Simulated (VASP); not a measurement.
# Pb (Im-3m) in VASP: single point with PBE0

Aim: the single point of Pb with PBE0.

Program: VASP 6.6.1. These are calculated values, not measurements. Logs are shortened: lines on timing, memory, paths and dates and some standing lists are left out, and cuts for length are marked.

## Step 1: The cell of the first run

The structure is cubic, space group Im-3m (No. 229). The conventional cell has a = 4.037 Å, b = 4.037 Å, c = 4.037 Å, α = 90.00°, β = 90.00°, γ = 90.00°. Pb (site symmetry m-3m) has 14 Pb at 3.50 to 4.04 Å within 4.6 Å.

## Step 2: Single point, PBE0

POSCAR

```
Pb
1.0
   -2.0184862782      2.0184862782      2.0184862782
    2.0184862782     -2.0184862782      2.0184862782
    2.0184862782      2.0184862782     -2.0184862782
Pb
1
Direct
    0.0000000000      0.0000000000      0.0000000000
```

INCAR.step1

```
SYSTEM = Pb
ALGO     = Normal         ! electronic algorithm
EDIFF    = 1E-5           ! SCF threshold, eV
ENCUT    = 520            ! plane-wave cutoff, eV
GGA      = PE             ! functional
ISIF     = 2              ! what is computed and relaxed
ISMEAR   = -1             ! smearing method
LASPH    = .True.         ! aspherical terms in the spheres
LCHARG   = .False.        ! write CHGCAR
LREAL    = .False.        ! projectors in reciprocal space
LWAVE    = .True.         ! write WAVECAR
NBANDS   = 13             ! bands
NELM     = 80             ! most SCF steps
PREC     = Accurate       ! precision mode
SIGMA    = 0.05           ! smearing width, eV
```

INCAR.step2

```
SYSTEM = Pb
AEXX     = 0.25           ! exact-exchange fraction
ALGO     = Normal         ! electronic algorithm
EDIFF    = 1E-7           ! SCF threshold, eV
ENCUT    = 520            ! plane-wave cutoff, eV
GGA      = PE             ! functional
ISIF     = 2              ! what is computed and relaxed
ISMEAR   = -1             ! smearing method
ISTART   = 1            
LASPH    = .True.         ! aspherical terms in the spheres
LCHARG   = .False.        ! write CHGCAR
LHFCALC  = .True.         ! exact exchange
LREAL    = .False.        ! projectors in reciprocal space
LWAVE    = .False.        ! write WAVECAR
NBANDS   = 13             ! bands
NELM     = 80             ! most SCF steps
PREC     = Accurate       ! precision mode
PRECFOCK = Normal       
SIGMA    = 0.05           ! smearing width, eV
```

KPOINTS

```
k-points
0
Gamma
  6 6 6
  0 0 0
```

Potentials or basis: VASP PAW PBE potentials, release 64 (Pb_d).

On the command line:

```
> cat potpaw_PBE.64/Pb_d/POTCAR > POTCAR
> cp INCAR.step1 INCAR
> mpirun -np 1 vasp_std > vasp.out
> cp INCAR.step2 INCAR
> mpirun -np 1 vasp_std > vasp.out
```

OUTCAR:

```text
SYSTEM = Pb
   AEXX = 0.25
   EDIFF = 1E-7
   ENCUT = 520
   GGA = PE
   ISIF = 2
   ISMEAR = -1
   ISTART = 1
   LASPH = .True.
   LHFCALC = .True.
   LREAL = .False.
   NELM = 80
   PREC = Accurate
   PRECFOCK = Normal

 ion  position               nearest neighbor table
   1  0.000  0.000  0.000-

  LATTYP: Found a body centered cubic cell.
 ALAT       =     4.0369725564

  Lattice vectors:

 A1 = (  -2.0184862782,   2.0184862782,   2.0184862782)
 A2 = (   2.0184862782,  -2.0184862782,   2.0184862782)
 A3 = (   2.0184862782,   2.0184862782,  -2.0184862782)

Analysis of symmetry for initial positions (statically):
=====================================================================
 Subroutine PRICEL returns:
 Original cell was already a primitive cell.

 Routine SETGRP: Setting up the symmetry group for a
 body centered cubic supercell.

 Subroutine GETGRP returns: Found 48 space group operations
 (whereof 48 operations were pure point group operations)
 out of a pool of 48 trial point group operations.

The static configuration has the point symmetry O_h .

Analysis of symmetry for dynamics (positions and initial velocities):
=====================================================================
 Subroutine PRICEL returns:
 Original cell was already a primitive cell.

 Routine SETGRP: Setting up the symmetry group for a
 body centered cubic supercell.

 Subroutine GETGRP returns: Found 48 space group operations
 (whereof 48 operations were pure point group operations)
 out of a pool of 48 trial point group operations.

The dynamic configuration has the point symmetry O_h .

 Subroutine INISYM returns: Found 48 space group operations
 (whereof 48 operations are pure point group operations),
 and found     1 'primitive' translations

----------------------------------------------------------------------------------------

                                     Primitive cell

  volume of cell :      32.8956

  direct lattice vectors                    reciprocal lattice vectors
    -2.018486278  2.018486278  2.018486278     0.000000000  0.247710379  0.247710379
     2.018486278 -2.018486278  2.018486278     0.247710379  0.000000000  0.247710379
     2.018486278  2.018486278 -2.018486278     0.247710379  0.247710379  0.000000000

  length of vectors
     3.496120788  3.496120788  3.496120788     0.350315377  0.350315377  0.350315377

  position of ions in fractional coordinates (direct lattice)
     0.000000000  0.000000000  0.000000000

  ion indices of the primitive-cell ions
   primitive index   ion index
                 1           1

----------------------------------------------------------------------------------------

 KPOINTS: k-points

Automatic generation of k-mesh.
 Grid dimensions read from file:
 generate k-points for:    6    6    6

 Generating k-lattice:

  Cartesian coordinates                     Fractional coordinates (reciprocal lattice)
     0.000000000  0.041285063  0.041285063     0.166666667  0.000000000  0.000000000
     0.041285063  0.000000000  0.041285063     0.000000000  0.166666667  0.000000000
     0.041285063  0.041285063  0.000000000     0.000000000  0.000000000  0.166666667

  Length of vectors
     0.058385896  0.058385896  0.058385896

  Shift w.r.t. Gamma in fractional coordinates (k-lattice)
     0.000000000  0.000000000  0.000000000

 Subroutine IBZKPT returns following result:
 ===========================================

 Found     16 irreducible k-points:

 Following reciprocal coordinates:
            Coordinates               Weight
  0.000000  0.000000  0.000000      1.000000
  0.166667  0.000000  0.000000     12.000000
  0.333333  0.000000  0.000000     12.000000
  0.500000  0.000000  0.000000      6.000000
  0.166667  0.166667  0.000000     24.000000
  0.333333  0.166667 -0.000000     48.000000
[... 8 lines left out ...]
  0.500000  0.500000  0.333333     12.000000
  0.500000  0.500000  0.500000      1.000000
   k-points           NKPTS =     16   k-points in BZ     NKDIM =    216   number of bands    NBANDS=     13
   number of dos      NEDOS =    301   number of ions     NIONS =      1
   total plane-waves  NPLWV =  21952
   dimension x,y,z NGX =    28 NGY =   28 NGZ =   28
   dimension x,y,z NGXF=    56 NGYF=   56 NGZF=   56
   ions per type =               1
   NGX,Y,Z   is equivalent  to a cutoff of  13.31, 13.31, 13.31 a.u.
   NGXF,Y,Z  is equivalent  to a cutoff of  26.63, 26.63, 26.63 a.u.
 SYSTEM =  Pb
   PREC   = accura    normal or accurate (medium, high low for compatibility)
   ISTART =      1    job   : 0-new  1-cont  2-samecut
   ICHARG =      0    charge: 1-file 2-atom 10-const
   ISPIN  =      1    spin polarized calculation?
   LNONCOLLINEAR =      F non collinear calculations
   LSORBIT =      F    spin-orbit coupling
   LASPH  =      T    aspherical Exc in radial PAW
   ENCUT  =  520.0 eV  38.22 Ry    6.18 a.u.   6.50  6.50  6.50*2*pi/ulx,y,z
   NELM   =     80;   NELMIN=  2; NELMDL=  0     # of ELM steps
   EDIFF  = 0.1E-06   stopping-criterion for ELM
   LREAL  =      F    real-space projection
   EDIFFG = 0.1E-05   stopping-criterion for IOM
   NSW    =      0    number of steps for IOM
   IBRION =     -1    ionic relax: 0-MD 1-quasi-New 2-CG
   NFREE  =      0    steps in history (QN), initial steepest desc. (CG)
   ISIF   =      2    stress and relaxation
   ISYM   =      3    0-nonsym 1-usesym 2-fastsym
   POTIM  = 0.5000    time-step for ionic-motion
   TEBEG  =    0.0;   TEEND  =   0.0 temperature during run
   PSTRESS=    0.0 pullay stress
   NELECT =      14.0000    total number of electrons
   NUPDOWN=      -1.0000    fix difference up-down
   EMIN   =  10.00;   EMAX   =-10.00  energy-range for DOS
   EFERMI =   0.00;   METHOD = LEGACY
   ISMEAR =    -1;   SIGMA  =   0.05  broadening in eV -4-tet -1-fermi 0-gaus
   EFERMI_NEDOS =   21; number of points for ismear=-14 and -15
   IALGO  =     38    algorithm
   IMIX   =      1    mixing-type and parameters
     AMIX     =   0.40;   BMIX     =  1.00
     AMIX_MAG =   1.60;   BMIX_MAG =  1.00
  volume/ion in A,a.u.               =      32.90       221.99
  Fermi-wavevector in a.u.,A,eV,Ry     =   1.231417  2.327040 20.631699  1.516387
  Thomas-Fermi vector in A             =   2.366227
   LORBIT       =      0    0 simple, 1 ext, 2 COOP (PROOUT), +10 PAW based schemes
   GGA     = PE    functional components
   LHFCALC =     T    Hartree Fock is set to
   PRECFOCK=normal    Normal, Fast or Accurate (Low or Medium for compatibility)
   ENCUT4O =  -1.0   cutoff for four orbital integrals eV
   NKREDX  =     1    reduce k-point grid by
   NKREDY  =     1    reduce k-point grid by
   NKREDZ  =     1    reduce k-point grid by
   AEXX    =    0.2500 exact exchange contribution
   HFSCREEN=    0.0000 screening length (either q_TF or 0.3 A-1)
   HFSCREENC=   0.0000 screening length for correlation (either q_TF or 0.3 A-1)
   ENCUTFOCK=  -1.0 apply spherical cutoff to Coloumb kernel
   IVDW    =     0    specifies the selected vdW correction
   LEPSILON=     F    determine dielectric tensor
   LRPA    =     F    only Hartree local field effects (RPA)
 non-spin polarized calculation
  energy-cutoff  :      520.00
  volume of cell :       32.90
 maximum number of plane-waves:       935
 NGX is ok and might be reduce to    28
  NGX = 20; NGY = 20; NGZ = 20

 number of electron      13.9999997 magnetization

 Free energy of the ion-electron system (eV)
  ---------------------------------------------------
  ext. energy  EPLUGINS =         0.00000000
  ---------------------------------------------------
  free energy    TOTEN  =        -4.51460382 eV

  energy without entropy =       -4.51138529  energy(sigma->0) =       -4.51299455

 E-fermi :   6.0945     XC(G=0):  -7.7602

 val. band max:        6.0388442681   @ k =   0.3333   0.1667   0.1667
 cond. band min:       7.0033158502   @ k =   0.5000   0.5000   0.3333
 fundamental gap:      0.9644715821
 Fermi energy:         6.0945176918

 k-point     1 :       0.0000    0.0000    0.0000
  band No.  band energies     occupation
      1     -13.1029      2.00000
      2     -13.1029      2.00000
      3     -13.1029      2.00000
      4     -12.9035      2.00000
      5     -12.9035      2.00000
      6      -6.6202      2.00000
      7      14.4459      0.00000
      8      14.4459      0.00000
      9      14.4459      0.00000
     10      18.1853      0.00000
     11      18.4083      0.00000
     12      18.4083      0.00000
     13      18.4083      0.00000

 k-point     2 :       0.1667    0.0000    0.0000
  band No.  band energies     occupation
      1     -13.1204      2.00000
      2     -13.0839      2.00000
      3     -13.0252      2.00000
      4     -12.9208      2.00000
      5     -12.9057      2.00000
      6      -6.0375      2.00000
      7      10.3789      0.00000
      8      12.9818      0.00000
      9      13.7885      0.00000
     10      16.2201      0.00000
     11      17.2245      0.00000
     12      18.2650      0.00000
     13      20.0894      0.00000

 k-point     3 :       0.3333    0.0000    0.0000
  band No.  band energies     occupation
      1     -13.1553      2.00000
      2     -13.0809      2.00000
      3     -12.9281      2.00000
      4     -12.9103      2.00000
      5     -12.8657      2.00000
      6      -4.3485      2.00000
      7       4.6943      2.00000
      8      11.0971      0.00000
      9      12.6363      0.00000
     10      14.7690      0.00000
     11      16.1862      0.00000
     12      19.5560      0.00000
     13      21.0965      0.00000
[... 177 lines left out ...]
 k-point    15 :       0.5000    0.5000    0.3333
  band No.  band energies     occupation
      1     -13.1075      2.00000
      2     -13.0891      2.00000
      3     -12.9063      2.00000
      4     -12.8630      2.00000
      5     -12.8054      2.00000
      6      -0.9431      2.00000
      7       4.2320      2.00000
      8       7.0033      0.00000
      9       7.6952      0.00000
     10      12.7681      0.00000
     11      13.7327      0.00000
     12      21.8459      0.00000
     13      22.1390      0.00000

 k-point    16 :       0.5000    0.5000    0.5000
  band No.  band energies     occupation
      1     -13.1449      2.00000
      2     -13.1449      2.00000
      3     -12.8121      2.00000
      4     -12.8121      2.00000
      5     -12.8121      2.00000
      6       0.0996      2.00000
      7       5.8231      1.99126
      8       5.8231      1.99126
      9       5.8231      1.99126
     10      11.4043      0.00000
     11      11.4043      0.00000
     12      23.9085      0.00000
     13      26.2549      0.00000

------------------------ aborting loop because EDIFF is reached ----------------------------------------

  FORCE on cell =-STRESS in cart. coord.  units (eV):
  Direction    XX          YY          ZZ          XY          YZ          ZX
  --------------------------------------------------------------------------------------
  -------------------------------------------------------------------------------------
  Total       -0.5836804     -0.5836804     -0.5836804     -0.0000000     -0.0000000      0.0000000
  in kB      -28.4281316    -28.4281316    -28.4281316     -0.0000000     -0.0000000      0.0000000
  external PRESSURE =     -28.4281316 kB  Pullay stress =       0.0000000 kB

 VOLUME and BASIS-vectors are now :
 -----------------------------------------------------------------------------
  energy-cutoff  :      520.00
  volume of cell :       32.90
      direct lattice vectors                 reciprocal lattice vectors
    -2.018486278  2.018486278  2.018486278     0.000000000  0.247710379  0.247710379
     2.018486278 -2.018486278  2.018486278     0.247710379  0.000000000  0.247710379
     2.018486278  2.018486278 -2.018486278     0.247710379  0.247710379  0.000000000

 POSITION                                       TOTAL-FORCE (eV/Angst)
 -----------------------------------------------------------------------------------
      0.00000      0.00000      0.00000         0.000000      0.000000     -0.000000
 -----------------------------------------------------------------------------------
    total drift:                               -0.000000     -0.000000      0.000000

  FREE ENERGIE OF THE ION-ELECTRON SYSTEM (eV)
  ---------------------------------------------------
  free  energy   TOTEN  =        -4.5146038204 eV

  energy  without entropy=       -4.5113852880  energy(sigma->0) =       -4.51299455
```

It took 21 min on 1 thread of Oxide Virtual Turin-like, shared host; peak memory 0.15 GiB.

What came out:

```
Free energy            : -4.5146 eV
Pressure               : -2.8 GPa
Band gap on the k mesh : zero (band 7 reaches 14.45 eV, above the bottom of band 8 at 3.89 eV)
```

Caveat: the k points lie up to 0.37 Å⁻¹ apart; the PAW data sets were made with another functional, which shifts forces and pressure a little; spin-orbit coupling is left out, which moves the levels of the heavy elements.
